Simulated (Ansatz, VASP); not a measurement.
**SiSn5: VASP beside Ansatz**

```xyz
6
Lattice="6.2449 0.0000 0.0000 -3.1224 5.4082 0.0000 0.0000 0.0000 4.8646" Properties=species:S:1:pos:R:3 pbc="T T T"
Si    0.0000    0.0000    0.0000
Sn    0.0000    3.6055    0.0000
Sn    3.1224    1.8027    0.0000
Sn    3.1224    0.0000    2.4323
Sn    1.5612    2.7041    2.4323
Sn   -1.5612    2.7041    2.4323
```

Change from the starting cell: species swapped into the LaZn5 type (P6/mmm, No. 191).

Alike in both runs: task relaxation of cell and atoms; functional PBE; k mesh 3 × 3 × 4; occupations gaussian, width 0.1 eV; no spin polarisation.

|  | VASP | Ansatz |
| --- | --- | --- |
| version | VASP 6.6.1 | Ansatz 0.2.0 |
| potentials or method | VASP PAW PBE potentials, release 64 (Si, Sn_d), cutoff 600 eV | scalar-relativistic, plane waves, PAW |
| valence electrons in the cell | 74 | 74 |

Ansatz gave:

| Quantity | Value |
| --- | --- |
| gap on the k mesh at the Fermi level, each at its own relaxed structure (eV) | none |
| relaxed volume (Å³/atom) | 29.48 |
| relaxed cell length with the largest relative difference (Å) | 5.460 |

Q: What did VASP give for the same quantities?

A: gap on the k mesh at the Fermi level, each at its own relaxed structure (eV): none; relaxed volume (Å³/atom): 29.44; relaxed cell length with the largest relative difference (Å): 5.450.

A gap of «none» marks a metal or a gap that the smearing closes.

The k mesh is coarse, so the values compare programs but aren't converged.
